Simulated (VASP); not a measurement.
Write the native input for VASP 6.6.1 that does the following.

```
Task                   : relaxation of cell and atoms
Functional             : PBE
Potentials or basis    : VASP PAW PBE potentials, release 64 (Y_sv, Al, N)
Cutoff                 : 600 eV
k mesh                 : 6 × 6 × 10
Occupations            : gaussian, width 0.02 eV
Spin                   : no spin polarisation
Dipole correction      : no
Further INCAR settings : ALGO = Normal; EDIFF = 1e-06; IBRION = 2; EDIFFG = -0.01; NSW = 100; ISIF = 3
```

The structure of YAl3N4 lies in POSCAR:

```
YAl3N4
1.0
    3.0716271518     -4.2869588803      0.0000000000
    3.0716271518      4.2869588803      0.0000000000
    0.0000000000      0.0000000000      3.0827811197
Y Al N
1 3 4
Direct
    0.0000000000      0.0000000000      0.0000000000
    0.0000000000      0.5000000000      0.5000000000
    0.5000000000      0.0000000000      0.5000000000
    0.5000000000      0.5000000000      0.0000000000
    0.7347518510      0.2652481490      0.0000000000
    0.7252494120      0.7252494120      0.5000000000
    0.2747505880      0.2747505880      0.5000000000
    0.2652481490      0.7347518510      0.0000000000
```

These files were run (other wordings do the same):

INCAR

```
SYSTEM = YAl3N4
PREC = Accurate ; ENCUT = 600
EDIFF = 1E-6 ; ISMEAR = 0
SIGMA = 0.02 ; LREAL = .FALSE.
LASPH = .TRUE. ; NELM = 100
ALGO = Normal ; ISIF = 3
LWAVE = .FALSE. ; LCHARG = .FALSE.
GGA = PE ; IBRION = 2
NSW = 100 ; EDIFFG = -0.01
```

KPOINTS

```
regular mesh
0
G
  6 6 10
  0 0 0
```

Potentials or basis: VASP PAW PBE potentials, release 64 (Y_sv, Al, N).

Command:

```sh
$ cat potpaw_PBE.64/Y_sv/POTCAR potpaw_PBE.64/Al/POTCAR potpaw_PBE.64/N/POTCAR > POTCAR
$ mpirun -np 1 vasp_std > vasp.out
```

It gave:

* Relaxed volume: 10.13 Å³/atom
* Relaxed cell: a = 5.270 Å, b = 5.270 Å, c = 3.081 Å, α = 90.00°, β = 90.00°, γ = 108.76°
* Space group after relaxing (to 0.1 Å): Cmmm (No. 65)
* Energy gained by relaxing: 0.0 meV/atom
* Ionic steps: 3
* Pressure after relaxing: 0.0 GPa
* Largest force after relaxing: 0.005 eV/Å
* Band gap on the k mesh: 1.75 eV

Wall time 8.5 min on 1 thread of Oxide Virtual Turin-like Processor (shared host), peak memory 0.33 GiB.
